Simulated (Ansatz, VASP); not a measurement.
**SiC: VASP beside Ansatz**

```
Si C
1.0
     0.00000    2.17400    2.17400
     2.17400    0.00000    2.17400
     2.17400    2.17400    0.00000
Si C
1 1
Direct
  0.00000 0.00000 0.00000
  0.75000 0.75000 0.75000
```

Alike in both runs: task single point; functional PBE; k mesh 16 × 16 × 16; occupations fermi-dirac, width 0.05 eV; no spin polarisation.

|  | VASP | Ansatz |
| --- | --- | --- |
| version | VASP 6.6.1 | Ansatz 0.2.0 |
| potentials or method | VASP PAW PBE potentials, release 64 (Si, C), cutoff 520 eV | all-electron LAPW, non-relativistic |

|  | VASP | Ansatz | Ansatz less VASP |
| --- | --- | --- | --- |
| pressure (GPa) | 4.8 | 5.0 | +0.20 |

Ansatz ran all-electron here, and VASP with PAW potentials.
